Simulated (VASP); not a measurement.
Wanted: the native input for a VASP 6.6.1 run.

| Property | Result |
| --- | --- |
| Task | relaxation of cell and atoms |
| Functional | RPBE |
| Dispersion | D4 |
| Potentials or basis | VASP PAW PBE potentials, release 64 (Hf_pv, O) |
| Cutoff | 600 eV |
| k mesh | 6 × 6 × 8 |
| Occupations | fermi-dirac, width 0.05 eV |
| Spin | no spin polarisation |
| Dipole correction | no |
| Further INCAR settings | ALGO = Normal; EDIFF = 1e-06; IBRION = 2; EDIFFG = -0.01; NSW = 60; ISIF = 3 |

The structure of HfO2 lies in POSCAR:

```
HfO2
1.0
    4.8135329900      0.0000000000      0.0000000000
    0.0000000000      4.8135329900      0.0000000000
    0.0000000000      0.0000000000      3.2054154100
Hf O
2 4
Direct
    0.5000000000      0.5000000000      0.5000000000
    0.0000000000      0.0000000000      0.0000000000
    0.8050448800      0.1949551200      0.5000000000
    0.6949551200      0.6949551200      0.0000000000
    0.3050448800      0.3050448800      0.0000000000
    0.1949551200      0.8050448800      0.5000000000
```

One way to write it, as run:

INCAR

```
PREC = Accurate ; ENCUT = 600
EDIFF = 1E-6 ; ISMEAR = -1
SIGMA = 0.05 ; LREAL = F
LASPH = T ; NELM = 80
ALGO = Normal ; ISIF = 3
LWAVE = F ; LCHARG = F
GGA = RP ; IVDW = 13
IBRION = 2 ; NSW = 60
EDIFFG = -0.01
```

KPOINTS

```
regular mesh
0
Gamma
  6 6 8
```

Potentials or basis: VASP PAW PBE potentials, release 64 (Hf_pv, O).

Run with:

```bash
$ cat potpaw_PBE.64/Hf_pv/POTCAR potpaw_PBE.64/O/POTCAR > POTCAR
$ mpirun -np 1 vasp_std > vasp.out
```

Results of the run:

* Relaxed volume: 12.55 Å³/atom
* Relaxed cell: a = 4.835 Å, b = 4.835 Å, c = 3.220 Å, α = 90.00°, β = 90.00°, γ = 90.00°
* Space group after relaxing (to 0.1 Å): P4_2/mnm (No. 136)
* Energy gained by relaxing: 1.6 meV/atom
* Ionic steps: 5
* Pressure after relaxing: 0.0 GPa
* Largest force after relaxing: 0.005 eV/Å
* Band gap on the k mesh: 4.03 eV
* Dispersion energy per atom: -0.354 eV

Caveat: the PAW data sets were made with another functional, which shifts forces and pressure a little; spin-orbit coupling is left out, which moves the levels of the heavy elements.

Run time: 10 min on 1 thread of Intel Xeon 8259CL, on a shared host, peak memory 0.28 GiB.
